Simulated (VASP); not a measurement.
K, 1 atom in the cell. The structure is cubic, space group Fm-3m (No. 225). Conventional cell: a = 6.784 Å, b = 6.784 Å, c = 6.784 Å, α = 90.00°, β = 90.00°, γ = 90.00°. This isn't the form of K at room conditions, which is bcc.

```yaml
Program: VASP 6.6.1
Task: single point
Functional: LDA
Potentials_or_basis: VASP PAW LDA potentials, release 64 (K_sv)
Cutoff: 520 eV
k_mesh: 7 × 7 × 7
Occupations: fermi-dirac, width 0.05 eV
Spin: no spin polarisation
Dipole_correction: no
Further_INCAR_settings: ALGO = Normal; EDIFF = 1e-06; NBANDS = 10
```

Potentials or basis: VASP PAW LDA potentials, release 64 (K_sv).

Launch:

```console
$ cat potpaw_LDA.64/K_sv/POTCAR > POTCAR
$ mpirun -np 1 vasp_std > vasp.out
```

Hardware: 1 thread of Intel Xeon 8259CL, on a shared host.

Problem. Estimate the wall time of this run.

Solution. Run time: 16 s on 1 thread of Intel Xeon 8259CL (shared host), peak memory 0.17 GiB. Counts: scf iterations 10, k points 20.
